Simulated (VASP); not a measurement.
# GaN (wurtzite) (P6_3mc) in VASP: further runs

The runs below take GaN (wurtzite) through single point, relaxation of cell and atoms, with PBE.

Program: VASP 6.6.1. These are calculated values, not measurements. Logs are shortened: lines on timing, memory, paths and dates and some standing lists are left out, and cuts for length are marked.

**1. The cell of the first run**

The structure is hexagonal, space group P6_3mc (No. 186). Conventional cell: a = 3.189 Å, b = 3.189 Å, c = 5.185 Å, α = 90.00°, β = 90.00°, γ = 120.00°. Ga (site symmetry 3m) has 4 N at 1.95 Å within 2.6 Å. N (site symmetry 3m) has 4 Ga at 1.95 Å within 2.6 Å.

**2. Single point, PBE**

INCAR

```
PREC = Accurate
ENCUT = 520
EDIFF = 1E-6
ISMEAR = 0
SIGMA = 0.01
LREAL = False
LASPH = True
NELM = 60
ALGO = Normal
ISIF = 2
LWAVE = False
LCHARG = False
GGA = PE
NBANDS = 26
```

KPOINTS

```
regular mesh
0
Gamma
  9 9 6
```

POSCAR

```
GaN
1.0
    3.1890000000      0.0000000000      0.0000000000
   -1.5945000000      2.7617550127      0.0000000000
    0.0000000000      0.0000000000      5.1850000000
Ga N
2 2
Direct
    0.3333333333      0.6666666667      0.0000000000
    0.6666666667      0.3333333333      0.5000000000
    0.3333333333      0.6666666667      0.3770000000
    0.6666666667      0.3333333333      0.8770000000
```

Potentials or basis: VASP PAW PBE potentials, release 64 (Ga_d, N).

On the command line:

```bash
$ cat potpaw_PBE.64/Ga_d/POTCAR potpaw_PBE.64/N/POTCAR > POTCAR
$ mpirun -np 1 vasp_std > vasp.out
```

OUTCAR:

```text
PREC = Accurate
   ENCUT = 520
   EDIFF = 1E-6
   ISMEAR = 0
   LREAL = False
   LASPH = True
   NELM = 60
   ISIF = 2
   GGA = PE

 ion  position               nearest neighbor table
   1  0.333  0.667  0.000-   4 1.95   4 1.95   4 1.95   3 1.95
   2  0.667  0.333  0.500-   3 1.95   3 1.95   3 1.95   4 1.95
   3  0.333  0.667  0.377-   2 1.95   2 1.95   2 1.95   1 1.95
   4  0.667  0.333  0.877-   1 1.95   1 1.95   1 1.95   2 1.95

  LATTYP: Found a hexagonal cell.
 ALAT       =     3.1890000000
 C/A-ratio  =     1.6259015365

  Lattice vectors:

 A1 = (   3.1890000000,   0.0000000000,   0.0000000000)
 A2 = (  -1.5945000000,   2.7617550127,   0.0000000000)
 A3 = (   0.0000000000,   0.0000000000,   5.1850000000)

Analysis of symmetry for initial positions (statically):
=====================================================================
 Subroutine PRICEL returns:
 Original cell was already a primitive cell.

 Routine SETGRP: Setting up the symmetry group for a
 hexagonal supercell.

 Subroutine GETGRP returns: Found 12 space group operations
 (whereof  6 operations were pure point group operations)
 out of a pool of 24 trial point group operations.

The static configuration has the point symmetry C_3v.
 The point group associated with its full space group is C_6v.

Analysis of symmetry for dynamics (positions and initial velocities):
=====================================================================
 Subroutine PRICEL returns:
 Original cell was already a primitive cell.

 Routine SETGRP: Setting up the symmetry group for a
 hexagonal supercell.

 Subroutine GETGRP returns: Found 12 space group operations
 (whereof  6 operations were pure point group operations)
 out of a pool of 24 trial point group operations.

The dynamic configuration has the point symmetry C_3v.
 The point group associated with its full space group is C_6v.

 Subroutine INISYM returns: Found 12 space group operations
 (whereof  6 operations are pure point group operations),
 and found     1 'primitive' translations

----------------------------------------------------------------------------------------

                                     Primitive cell

  volume of cell :      45.6655

  direct lattice vectors                    reciprocal lattice vectors
     3.189000000  0.000000000  0.000000000     0.313577924  0.181044299  0.000000000
    -1.594500000  2.761755013  0.000000000     0.000000000  0.362088598  0.000000000
     0.000000000  0.000000000  5.185000000     0.000000000  0.000000000  0.192864031

  length of vectors
     3.189000000  3.189000000  5.185000000     0.362088598  0.362088598  0.192864031

  position of ions in fractional coordinates (direct lattice)
     0.333333333  0.666666667  0.000000000
     0.666666667  0.333333333  0.500000000
     0.333333333  0.666666667  0.377000000
     0.666666667  0.333333333  0.877000000

  ion indices of the primitive-cell ions
   primitive index   ion index
                 1           1
                 2           2
                 3           3
                 4           4

----------------------------------------------------------------------------------------

 KPOINTS: regular mesh

Automatic generation of k-mesh.
 Grid dimensions read from file:
 generate k-points for:    9    9    6

 Generating k-lattice:

  Cartesian coordinates                     Fractional coordinates (reciprocal lattice)
     0.034841992  0.020116033  0.000000000     0.111111111  0.000000000  0.000000000
     0.000000000  0.040232066  0.000000000     0.000000000  0.111111111  0.000000000
     0.000000000  0.000000000  0.032144005     0.000000000  0.000000000  0.166666667

  Length of vectors
     0.040232066  0.040232066  0.032144005

  Shift w.r.t. Gamma in fractional coordinates (k-lattice)
     0.000000000  0.000000000  0.000000000

 Subroutine IBZKPT returns following result:
 ===========================================

 Found     48 irreducible k-points:

 Following reciprocal coordinates:
            Coordinates               Weight
  0.000000  0.000000  0.000000      1.000000
  0.111111  0.000000  0.000000      6.000000
  0.222222  0.000000  0.000000      6.000000
  0.333333  0.000000  0.000000      6.000000
  0.444444  0.000000  0.000000      6.000000
  0.111111  0.111111  0.000000      6.000000
[... 16 lines left out ...]
  0.333333  0.222222  0.166667     24.000000
  0.333333  0.333333  0.166667      4.000000
 [... further k-points ...]
   k-points           NKPTS =     48   k-points in BZ     NKDIM =     48   number of bands    NBANDS=     26
   number of dos      NEDOS =    301   number of ions     NIONS =      4
   total plane-waves  NPLWV =  23040
   dimension x,y,z NGX =    24 NGY =   24 NGZ =   40
   dimension x,y,z NGXF=    48 NGYF=   48 NGZF=   80
   ions per type =               2   2
   NGX,Y,Z   is equivalent  to a cutoff of  12.51, 12.51, 12.83 a.u.
   NGXF,Y,Z  is equivalent  to a cutoff of  25.02, 25.02, 25.65 a.u.
 SYSTEM =  unknown system
   PREC   = accura    normal or accurate (medium, high low for compatibility)
   ISTART =      0    job   : 0-new  1-cont  2-samecut
   ICHARG =      2    charge: 1-file 2-atom 10-const
   ISPIN  =      1    spin polarized calculation?
   LNONCOLLINEAR =      F non collinear calculations
   LSORBIT =      F    spin-orbit coupling
   LASPH  =      T    aspherical Exc in radial PAW
   ENCUT  =  520.0 eV  38.22 Ry    6.18 a.u.   5.93  5.93  9.64*2*pi/ulx,y,z
   NELM   =     60;   NELMIN=  2; NELMDL= -5     # of ELM steps
   EDIFF  = 0.1E-05   stopping-criterion for ELM
   LREAL  =      F    real-space projection
   EDIFFG = 0.1E-04   stopping-criterion for IOM
   NSW    =      0    number of steps for IOM
   IBRION =     -1    ionic relax: 0-MD 1-quasi-New 2-CG
   NFREE  =      0    steps in history (QN), initial steepest desc. (CG)
   ISIF   =      2    stress and relaxation
   ISYM   =      2    0-nonsym 1-usesym 2-fastsym
   POTIM  = 0.5000    time-step for ionic-motion
   TEBEG  =    0.0;   TEEND  =   0.0 temperature during run
   PSTRESS=    0.0 pullay stress
   NELECT =      36.0000    total number of electrons
   NUPDOWN=      -1.0000    fix difference up-down
   EMIN   =  10.00;   EMAX   =-10.00  energy-range for DOS
   EFERMI =   0.00;   METHOD = LEGACY
   ISMEAR =     0;   SIGMA  =   0.01  broadening in eV -4-tet -1-fermi 0-gaus
   EFERMI_NEDOS =   21; number of points for ismear=-14 and -15
   IALGO  =     38    algorithm
   IMIX   =      4    mixing-type and parameters
     AMIX     =   0.40;   BMIX     =  1.00
     AMIX_MAG =   1.60;   BMIX_MAG =  1.00
  volume/ion in A,a.u.               =      11.42        77.04
  Fermi-wavevector in a.u.,A,eV,Ry     =   1.512329  2.857887 31.118402  2.287138
  Thomas-Fermi vector in A             =   2.622267
   LORBIT       =      0    0 simple, 1 ext, 2 COOP (PROOUT), +10 PAW based schemes
   GGA     = PE    functional components
   LHFCALC =     F    Hartree Fock is set to
   AEXX    =    0.0000 exact exchange contribution
   IVDW    =     0    specifies the selected vdW correction
   LEPSILON=     F    determine dielectric tensor
   LRPA    =     F    only Hartree local field effects (RPA)
 non-spin polarized calculation
 Gauss-broadening in eV      SIGMA  =   0.01
  energy-cutoff  :      520.00
  volume of cell :       45.67
 maximum number of plane-waves:      1260
 NGX is ok and might be reduce to    24
   NGX = 11   NGY = 11   NGZ = 19

 number of electron      35.9999985 magnetization

 Free energy of the ion-electron system (eV)
  ---------------------------------------------------
  ext. energy  EPLUGINS =         0.00000000
  ---------------------------------------------------
  free energy    TOTEN  =       -24.30367668 eV

  energy without entropy =      -24.30367668  energy(sigma->0) =      -24.30367668

 E-fermi :   5.3629     XC(G=0): -11.6719

 val. band max:        5.3208285218   @ k =   0.0000   0.0000   0.0000
 cond. band min:       7.2415204106   @ k =   0.0000   0.0000   0.0000
 fundamental gap:      1.9206918888
 Fermi energy:         5.3628853404

 k-point     1 :       0.0000    0.0000    0.0000
  band No.  band energies     occupation
      1     -10.6593      2.00000
      2      -9.7365      2.00000
      3      -8.1139      2.00000
      4      -8.0991      2.00000
      5      -8.0991      2.00000
      6      -8.0376      2.00000
[... 18 lines left out ...]
     25      17.0222      0.00000
     26      17.0222      0.00000

 k-point     2 :       0.1111    0.0000    0.0000
  band No.  band energies     occupation
      1     -10.5396      2.00000
      2      -9.7060      2.00000
      3      -8.1014      2.00000
      4      -8.0819      2.00000
      5      -8.0601      2.00000
      6      -8.0229      2.00000
[... 18 lines left out ...]
     25      16.5836      0.00000
     26      17.2849      0.00000

 k-point     3 :       0.2222    0.0000    0.0000
  band No.  band energies     occupation
      1     -10.2412      2.00000
      2      -9.6419      2.00000
      3      -8.0662      2.00000
      4      -8.0473      2.00000
      5      -7.9890      2.00000
      6      -7.9531      2.00000
[... 18 lines left out ...]
     25      16.7797      0.00000
     26      17.8473      0.00000

 k-point     4 :       0.3333    0.0000    0.0000
  band No.  band energies     occupation
      1      -9.9334      2.00000
      2      -9.5913      2.00000
      3      -8.0464      2.00000
      4      -8.0278      2.00000
      5      -7.9456      2.00000
      6      -7.8864      2.00000
[... 18 lines left out ...]
     25      16.9263      0.00000
     26      18.5551      0.00000

 k-point     5 :       0.4444    0.0000    0.0000
  band No.  band energies     occupation
      1      -9.7679      2.00000
      2      -9.5710      2.00000
      3      -8.0483      2.00000
      4      -8.0253      2.00000
      5      -7.9306      2.00000
      6      -7.8849      2.00000
[... 18 lines left out ...]
     25      17.6541      0.00000
     26      18.6312      0.00000

 k-point     6 :       0.1111    0.1111    0.0000
  band No.  band energies     occupation
      1     -10.3301      2.00000
      2      -9.6593      2.00000
      3      -8.0716      2.00000
      4      -8.0596      2.00000
      5      -8.0001      2.00000
      6      -7.9973      2.00000
[... 427 lines left out ...]
 k-point    21 :       0.4444    0.1111    0.1667
  band No.  band energies     occupation
      1      -9.7004      2.00000
      2      -9.5683      2.00000
      3      -8.0519      2.00000
      4      -8.0159      2.00000
      5      -7.9311      2.00000
      6      -7.8925      2.00000
[... 18 lines left out ...]
     25      17.4619      0.00000
     26      18.8533      0.00000

 k-point    22 :       0.2222    0.2222    0.1667
  band No.  band energies     occupation
      1      -9.7801      2.00000
      2      -9.5799      2.00000
      3      -8.0557      2.00000
      4      -7.9942      2.00000
      5      -7.9324      2.00000
      6      -7.9174      2.00000
[... 18 lines left out ...]
     25      16.5053      0.00000
     26      19.0111      0.00000

 k-point    23 :       0.3333    0.2222    0.1667
  band No.  band energies     occupation
      1      -9.6646      2.00000
      2      -9.5728      2.00000
      3      -8.0705      2.00000
      4      -7.9729      2.00000
      5      -7.9188      2.00000
      6      -7.8812      2.00000
[... 18 lines left out ...]
     25      17.4312      0.00000
     26      18.6876      0.00000

 k-point    24 :       0.3333    0.3333    0.1667
  band No.  band energies     occupation
      1      -9.5989      2.00000
      2      -9.5989      2.00000
      3      -8.0826      2.00000
      4      -7.9262      2.00000
      5      -7.9262      2.00000
      6      -7.8794      2.00000
[... 18 lines left out ...]
     25      18.3631      0.00000
     26      18.4357      0.00000

 [... further k-points ...]
[... 5 lines left out ...]
  --------------------------------------------------------------------------------------
  -------------------------------------------------------------------------------------
  Total        1.5116994      1.5116994      1.6824316      0.0000000     -0.0000000      0.0000000
  in kB       53.0380547     53.0380547     59.0282043      0.0000000     -0.0000000      0.0000000
  external PRESSURE =      55.0347712 kB  Pullay stress =       0.0000000 kB

 VOLUME and BASIS-vectors are now :
 -----------------------------------------------------------------------------
  energy-cutoff  :      520.00
  volume of cell :       45.67
      direct lattice vectors                 reciprocal lattice vectors
     3.189000000  0.000000000  0.000000000     0.313577924  0.181044299  0.000000000
    -1.594500000  2.761755013  0.000000000     0.000000000  0.362088598  0.000000000
     0.000000000  0.000000000  5.185000000     0.000000000  0.000000000  0.192864031

 POSITION                                       TOTAL-FORCE (eV/Angst)
 -----------------------------------------------------------------------------------
     -0.00000      1.84117      0.00000         0.000000     -0.000000      0.001303
      1.59450      0.92059      2.59250        -0.000000      0.000000      0.001303
     -0.00000      1.84117      1.95475         0.000000     -0.000000     -0.001303
      1.59450      0.92059      4.54725        -0.000000     -0.000000     -0.001303
 -----------------------------------------------------------------------------------
    total drift:                               -0.000001     -0.000001     -0.000444

  FREE ENERGIE OF THE ION-ELECTRON SYSTEM (eV)
  ---------------------------------------------------
  free  energy   TOTEN  =       -24.3036766808 eV

  energy  without entropy=      -24.3036766808  energy(sigma->0) =      -24.30367668
```

It took 20 s on 1 thread of Intel Xeon 6975P-C (Granite Rapids), shared host; peak memory 0.18 GiB.

What came out:

- Free energy: -24.3037 eV
- Pressure: 5.5 GPa
- Band gap on the k mesh: 1.92 eV, direct

Stress tensor (GPa, compression positive):
```
5.30 0.00 0.00
0.00 5.30 0.00
0.00 0.00 5.90
```

A hybrid or GW would open this gap; PBE tends to underestimate it.

**3. Single point, PBE**

This run uses another cell than the first one, of 11.76 Å³/atom, 1.030 times its volume.

Edit INCAR of step 2 so:

```diff
@@ -11,4 +11,6 @@
 LWAVE = False
-LCHARG = False
+LCHARG = True
 GGA = PE
+LELF = True
+LVHAR = True
 NBANDS = 26
```

KPOINTS

```
Automatic mesh
0
Gamma
  9 9 6
```

POSCAR

```
GaN
1.0
    3.2183579024      0.0000000000      0.0000000000
   -1.6091789512      2.7871797019      0.0000000000
    0.0000000000      0.0000000000      5.2430925554
Ga N
2 2
Direct
    0.3333333333      0.6666666667      0.0001345982
    0.6666666667      0.3333333333      0.5001345982
    0.3333333333      0.6666666667      0.3768654018
    0.6666666667      0.3333333333      0.8768654018
```

Potentials or basis: VASP PAW PBE potentials, release 64 (Ga_d, N).

On the command line:

```bash
$ cat potpaw_PBE.64/Ga_d/POTCAR potpaw_PBE.64/N/POTCAR > POTCAR
$ mpirun -np 1 vasp_std > vasp.out
```

Wall time 20 s (1 thread of Intel Xeon 6975P-C (Granite Rapids), shared host); peak memory 0.19 GiB.

It converged, with:

```
Free energy            : -24.3277 eV
Pressure               : 0.1 GPa
Band gap on the k mesh : 1.72 eV, direct
```

Levels at points of the mesh, in eV from the valence-band top:
| k point | band 14 | band 15 | band 16 | band 17 | band 18 | band 19 | band 20 | band 21 | band 22 | band 23 |
| --- | --- | --- | --- | --- | --- | --- | --- | --- | --- | --- |
| (0.00, 0.00, 0.00) | -1.00 | -1.00 | -0.04 | 0.00 | 0.00 | 1.72 | 4.07 | 9.02 | 9.73 | 9.73 |
| (0.00, 0.00, 0.50) | -3.79 | -0.51 | -0.51 | -0.51 | -0.51 | 4.06 | 4.06 | 8.31 | 8.31 | 10.24 |

As with any semilocal functional, this PBE gap is likely too small.

(Part 1 of 2 ends here.)
